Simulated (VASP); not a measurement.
# C (P-1) in VASP: single point with PBE

Aim: the single point of C with PBE.

Everything below comes from runs of VASP 6.6.1. Logs are shortened: lines on timing, memory, paths and dates and some standing lists are left out, and cuts for length are marked.

## Step 1: The cell of the first run

The typed cell holds 12 atoms: a = 2.521 Å, b = 2.561 Å, c = 12.433 Å, α = 90.75°, β = 92.08°, γ = 121.55°.

## Step 2: Single point, PBE

INCAR

```
PREC = Accurate ; ENCUT = 520
EDIFF = 1E-6 ; ISMEAR = 0
SIGMA = 0.05 ; LREAL = F
LASPH = T ; NELM = 60
ALGO = Normal ; ISIF = 2
LWAVE = F ; LCHARG = F
GGA = PE ; NBANDS = 36
```

KPOINTS

```
Automatic mesh
0
Gamma
  12 12 2
```

POSCAR

```
C
1.0
    2.5205457478     -0.0462520145     -0.0462520145
   -1.3003282934      2.2059826562     -0.0169294123
   -0.2280742143     -0.2280742143     12.4291124965
C
12
Direct
    0.0000000000      0.0000000000      0.1868593266
    0.0000000000      0.0000000000      0.6868593266
    0.0000000000      0.0000000000      0.3131406734
    0.0000000000      0.0000000000      0.8131406734
    0.3333333333      0.6666666667      0.5207665411
    0.6666666667      0.3333333333      0.0207665411
    0.3333333333      0.6666666667      0.9792334589
    0.6666666667      0.3333333333      0.4792334589
    0.3333333333      0.6666666667      0.6450950823
    0.6666666667      0.3333333333      0.1450950823
    0.3333333333      0.6666666667      0.8549049177
    0.6666666667      0.3333333333      0.3549049177
```

Potentials or basis: VASP PAW PBE potentials, release 64 (C).

Command:

```bash
$ cat potpaw_PBE.64/C/POTCAR > POTCAR
$ mpirun -np 1 vasp_std > vasp.out
```

OUTCAR:

```text
PREC = Accurate
   ENCUT = 520
   EDIFF = 1E-6
   ISMEAR = 0
   LREAL = F
   LASPH = T
   NELM = 60
   ISIF = 2
   GGA = PE

 ion  position               nearest neighbor table
   1  0.000  0.000  0.187-  10 1.53  10 1.55  10 1.56   3 1.57
   2  0.000  0.000  0.687-   9 1.50   9 1.56   4 1.57   9 1.57
   3  0.000  0.000  0.313-  12 1.50  12 1.56   1 1.57  12 1.57
   4  0.000  0.000  0.813-  11 1.53  11 1.55  11 1.56   2 1.57
   5  0.333  0.667  0.521-   8 1.50   9 1.55   8 1.56   8 1.57
   6  0.667  0.333  0.021-   7 1.53  10 1.55   7 1.55   7 1.56
   7  0.333  0.667  0.979-   6 1.53  11 1.55   6 1.55   6 1.56
   8  0.667  0.333  0.479-   5 1.50  12 1.55   5 1.56   5 1.57
   9  0.333  0.667  0.645-   2 1.50   5 1.55   2 1.56   2 1.57
  10  0.667  0.333  0.145-   1 1.53   6 1.55   1 1.55   1 1.56
  11  0.333  0.667  0.855-   4 1.53   7 1.55   4 1.55   4 1.56
  12  0.667  0.333  0.355-   3 1.50   8 1.55   3 1.56   3 1.57

  LATTYP: Found a triclinic cell.
 ALAT       =     2.4814026222
 B/A-ratio  =     1.0161165733
 C/A-ratio  =     5.0105923330
 COS(alpha) =     0.0363388053
 COS(beta)  =     0.0504397536
 COS(gamma) =     0.4760807642

  Lattice vectors:

 A1 = (   1.2202174544,   2.1597306417,  -0.0631814268)
 A2 = (   2.5205457478,  -0.0462520145,  -0.0462520145)
 A3 = (   0.2280742143,   0.2280742143, -12.4291124965)

Analysis of symmetry for initial positions (statically):
=====================================================================
 Subroutine PRICEL returns:
 Original cell was already a primitive cell.

 Routine SETGRP: Setting up the symmetry group for a
 triclinic supercell.

 Subroutine GETGRP returns: Found  2 space group operations
 (whereof  2 operations were pure point group operations)
 out of a pool of  2 trial point group operations.

The static configuration has the point symmetry S_2 .

Analysis of symmetry for dynamics (positions and initial velocities):
=====================================================================
 Subroutine PRICEL returns:
 Original cell was already a primitive cell.

 Routine SETGRP: Setting up the symmetry group for a
 triclinic supercell.

 Subroutine GETGRP returns: Found  2 space group operations
 (whereof  2 operations were pure point group operations)
 out of a pool of  2 trial point group operations.

The dynamic configuration has the point symmetry S_2 .

 Subroutine INISYM returns: Found  2 space group operations
 (whereof  2 operations are pure point group operations),
 and found     1 'primitive' translations

----------------------------------------------------------------------------------------

                                     Primitive cell

  volume of cell :      68.3149

  direct lattice vectors                    reciprocal lattice vectors
     2.520545748 -0.046252015 -0.046252015     0.401296558  0.236636242  0.011706067
    -1.300328293  2.205982656 -0.016929412     0.008569436  0.458429785  0.008569436
    -0.228074214 -0.228074214 12.429112497     0.001505003  0.001505003  0.080511501

  length of vectors
     2.521394329  2.560761558 12.433296954     0.466017886  0.458589946  0.080539629

  position of ions in fractional coordinates (direct lattice)
     0.000000000  1.000000000  0.186859327
     0.000000000  1.000000000  0.686859327
     0.000000000  1.000000000  0.313140673
     0.000000000  1.000000000  0.813140673
     0.333333333  0.666666667  0.520766541
     0.666666667  0.333333333  0.020766541
     0.333333333  0.666666667  0.979233459
     0.666666667  0.333333333  0.479233459
     0.333333333  0.666666667  0.645095082
     0.666666667  0.333333333  0.145095082
     0.333333333  0.666666667  0.854904918
     0.666666667  0.333333333  0.354904918

  ion indices of the primitive-cell ions
   primitive index   ion index
                 1           1
                 2           2
                 3           3
                 4           4
                 5           5
                 6           6
                 7           7
                 8           8
                 9           9
                10          10
                11          11
                12          12

----------------------------------------------------------------------------------------

 KPOINTS: Automatic mesh

Automatic generation of k-mesh.
 Grid dimensions read from file:
 generate k-points for:   12   12    2

 Generating k-lattice:

  Cartesian coordinates                     Fractional coordinates (reciprocal lattice)
     0.033441380  0.019719687  0.000975506     0.083333333 -0.000000000  0.000000000
     0.000714120  0.038202482  0.000714120    -0.000000000  0.083333333  0.000000000
     0.000752501  0.000752501  0.040255751    -0.000000000  0.000000000  0.500000000

  Length of vectors
     0.038834824  0.038215829  0.040269815

  Shift w.r.t. Gamma in fractional coordinates (k-lattice)
     0.000000000  0.000000000  0.000000000

 Subroutine IBZKPT returns following result:
 ===========================================

 Found    148 irreducible k-points:

 Following reciprocal coordinates:
            Coordinates               Weight
  0.000000  0.000000  0.000000      1.000000
  0.083333 -0.000000  0.000000      2.000000
  0.166667 -0.000000 -0.000000      2.000000
  0.250000 -0.000000  0.000000      2.000000
  0.333333 -0.000000  0.000000      2.000000
  0.416667 -0.000000  0.000000      2.000000
[... 16 lines left out ...]
  0.250000  0.166667 -0.000000      2.000000
  0.333333  0.166667  0.000000      2.000000
 [... further k-points ...]
   k-points           NKPTS =    148   k-points in BZ     NKDIM =    148   number of bands    NBANDS=     36
   number of dos      NEDOS =    301   number of ions     NIONS =     12
   total plane-waves  NPLWV =  38400
   dimension x,y,z NGX =    20 NGY =   20 NGZ =   96
   dimension x,y,z NGXF=    40 NGYF=   40 NGZF=  192
   ions per type =              12
   NGX,Y,Z   is equivalent  to a cutoff of  13.19, 12.98, 12.84 a.u.
   NGXF,Y,Z  is equivalent  to a cutoff of  26.37, 25.97, 25.67 a.u.
 SYSTEM =  unknown system
   PREC   = accura    normal or accurate (medium, high low for compatibility)
   ISTART =      0    job   : 0-new  1-cont  2-samecut
   ICHARG =      2    charge: 1-file 2-atom 10-const
   ISPIN  =      1    spin polarized calculation?
   LNONCOLLINEAR =      F non collinear calculations
   LSORBIT =      F    spin-orbit coupling
   LASPH  =      T    aspherical Exc in radial PAW
   ENCUT  =  520.0 eV  38.22 Ry    6.18 a.u.   4.69  4.76 23.12*2*pi/ulx,y,z
   NELM   =     60;   NELMIN=  2; NELMDL= -5     # of ELM steps
   EDIFF  = 0.1E-05   stopping-criterion for ELM
   LREAL  =      F    real-space projection
   EDIFFG = 0.1E-04   stopping-criterion for IOM
   NSW    =      0    number of steps for IOM
   IBRION =     -1    ionic relax: 0-MD 1-quasi-New 2-CG
   NFREE  =      0    steps in history (QN), initial steepest desc. (CG)
   ISIF   =      2    stress and relaxation
   ISYM   =      2    0-nonsym 1-usesym 2-fastsym
   POTIM  = 0.5000    time-step for ionic-motion
   TEBEG  =    0.0;   TEEND  =   0.0 temperature during run
   PSTRESS=    0.0 pullay stress
   NELECT =      48.0000    total number of electrons
   NUPDOWN=      -1.0000    fix difference up-down
   EMIN   =  10.00;   EMAX   =-10.00  energy-range for DOS
   EFERMI =   0.00;   METHOD = LEGACY
   ISMEAR =     0;   SIGMA  =   0.05  broadening in eV -4-tet -1-fermi 0-gaus
   EFERMI_NEDOS =   21; number of points for ismear=-14 and -15
   IALGO  =     38    algorithm
   IMIX   =      4    mixing-type and parameters
     AMIX     =   0.40;   BMIX     =  1.00
     AMIX_MAG =   1.60;   BMIX_MAG =  1.00
  volume/ion in A,a.u.               =       5.69        38.42
  Fermi-wavevector in a.u.,A,eV,Ry     =   1.455403  2.750314 28.819846  2.118199
  Thomas-Fermi vector in A             =   2.572442
   LORBIT       =      0    0 simple, 1 ext, 2 COOP (PROOUT), +10 PAW based schemes
   GGA     = PE    functional components
   LHFCALC =     F    Hartree Fock is set to
   AEXX    =    0.0000 exact exchange contribution
   IVDW    =     0    specifies the selected vdW correction
   LEPSILON=     F    determine dielectric tensor
   LRPA    =     F    only Hartree local field effects (RPA)
 non-spin polarized calculation
 Gauss-broadening in eV      SIGMA  =   0.05
  energy-cutoff  :      520.00
  volume of cell :       68.31
 maximum number of plane-waves:      1872
   NGX =  9   NGY =  9   NGZ = 47

 number of electron      47.9999996 magnetization

 Free energy of the ion-electron system (eV)
  ---------------------------------------------------
  ext. energy  EPLUGINS =         0.00000000
  ---------------------------------------------------
  free energy    TOTEN  =      -108.60322724 eV

  energy without entropy =     -108.60322724  energy(sigma->0) =     -108.60322724

 E-fermi :  10.3776     XC(G=0): -13.2333

 val. band max:       10.0646266074   @ k =   0.0000   0.0000   0.0000
 cond. band min:      13.5982824389   @ k =   0.4167  -0.0000   0.0000
 fundamental gap:      3.5336558315
 Fermi energy:        10.3776369811

 k-point     1 :       0.0000    0.0000    0.0000
  band No.  band energies     occupation
      1     -11.7650      2.00000
      2     -11.0433      2.00000
      3     -10.9656      2.00000
      4      -8.8073      2.00000
      5      -8.7454      2.00000
      6      -6.0697      2.00000
[... 28 lines left out ...]
     35      17.5984      0.00000
     36      18.0827      0.00000
[... 866 lines left out ...]
      6      -2.9581      2.00000
[... 28 lines left out ...]
     35      19.5127      0.00000
     36      20.1649      0.00000

 [... further k-points ...]

------------------------ aborting loop because EDIFF is reached ----------------------------------------

  FORCE on cell =-STRESS in cart. coord.  units (eV):
  Direction    XX          YY          ZZ          XY          YZ          ZX
  --------------------------------------------------------------------------------------
  -------------------------------------------------------------------------------------
  Total        0.7940063      0.8958582      0.7011389      8.4635740      7.6199594      7.6334316
  in kB       18.6216835     21.0103967     16.4436815    198.4946306    178.7094938    179.0254560
  external PRESSURE =      18.6919206 kB  Pullay stress =       0.0000000 kB

 VOLUME and BASIS-vectors are now :
 -----------------------------------------------------------------------------
  energy-cutoff  :      520.00
  volume of cell :       68.31
      direct lattice vectors                 reciprocal lattice vectors
     2.520545748 -0.046252015 -0.046252015     0.401296558  0.236636242  0.011706067
    -1.300328293  2.205982656 -0.016929412     0.008569436  0.458429785  0.008569436
    -0.228074214 -0.228074214 12.429112497     0.001505003  0.001505003  0.080511501

 POSITION                                       TOTAL-FORCE (eV/Angst)
 -----------------------------------------------------------------------------------
     -0.04262     -0.04262      2.32250        -0.010303      0.131153      0.010121
     -0.15665     -0.15665      8.53705         0.348173      0.197555      0.094296
     -0.07142     -0.07142      3.89206        -0.348173     -0.197555     -0.094296
     -0.18546     -0.18546     10.10662         0.010303     -0.131153     -0.010121
     -0.14548      1.33646      6.44596         0.249135      0.151766      0.077808
      1.24218      0.69976      0.22163        -0.002818      0.085499      0.012639
     -0.25004      1.23190     12.14430         0.002818     -0.085499     -0.012639
      1.13762      0.59519      5.91997        -0.249135     -0.151766     -0.077808
     -0.17383      1.30811      7.99126        -0.233788     -0.148371     -0.067574
      1.21383      0.67140      1.76693        -0.008367     -0.084438     -0.004903
     -0.22169      1.26026     10.59901         0.008367      0.084438      0.004903
      1.16598      0.62355      4.37468         0.233788      0.148371      0.067574
 -----------------------------------------------------------------------------------
    total drift:                               -0.000000      0.000000      0.000000

  FREE ENERGIE OF THE ION-ELECTRON SYSTEM (eV)
  ---------------------------------------------------
  free  energy   TOTEN  =      -108.6032272424 eV

  energy  without entropy=     -108.6032272424  energy(sigma->0) =     -108.60322724
```

Run time: 3.2 min. Hardware: 1 thread of Intel Xeon 6975P-C (Granite Rapids), shared host; peak memory 0.34 GiB.

Results:

| Item | Value |
| --- | --- |
| Free energy | -108.6032 eV |
| Pressure | 1.9 GPa |
| Largest force | 0.411 eV/Å |
| Band gap on the k mesh | 3.53 eV (least direct gap 4.60 eV) |

Forces in eV/Å, atoms in the order of the input:
```
C   -0.010  0.131  0.010
C    0.348  0.198  0.094
C   -0.348 -0.198 -0.094
C    0.010 -0.131 -0.010
C    0.249  0.152  0.078
C   -0.003  0.085  0.013
C    0.003 -0.085 -0.013
C   -0.249 -0.152 -0.078
C   -0.234 -0.148 -0.068
C   -0.008 -0.084 -0.005
C    0.008  0.084  0.005
C    0.234  0.148  0.068
```

A k mesh can miss the band edges.
